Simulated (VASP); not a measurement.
A run of VASP 6.6.1:

INCAR

```
ALGO = Fast
EDIFF = 1E-6
EDIFFG = -0.04
ENCUT = 600
GGA = PS
IBRION = 2
ISIF = 3
ISMEAR = 0
LASPH = T
LCHARG = F
LREAL = F
LWAVE = F
NELM = 80
NSW = 90
PREC = Accurate
SIGMA = 0.1
```

Contents of KPOINTS:

```
k-points
0
Gamma
  6 6 4
```

File POSCAR:

```
Nb
1.0
    4.5240650135      0.0000000000      0.0000000000
   -2.2620325067      3.9179552301      0.0000000000
    0.0000000000      0.0000000000      4.6213189803
Nb
4
Direct
    0.0000000000      0.0000000000      0.2500000000
    0.0000000000      0.0000000000      0.7500000000
    0.3333333333      0.6666666667      0.7500000000
    0.6666666667      0.3333333333      0.2500000000
```

Potentials or basis: VASP PAW PBE potentials, release 64 (Nb_sv).

Launch:

```bash
$ cat potpaw_PBE.64/Nb_sv/POTCAR > POTCAR
$ mpirun -np 1 vasp_std > vasp.out
```

Hardware: 1 thread of AMD EPYC 9R45 96-Core Processor (Zen 5), on a shared host.

Q: How long does it take, and how much memory?

A: It took 7.6 min on 1 thread of AMD EPYC 9R45 96-Core Processor (Zen 5), on a shared host, peak memory 0.22 GiB. Counts: scf iterations 157, k points 21, ion steps 5.
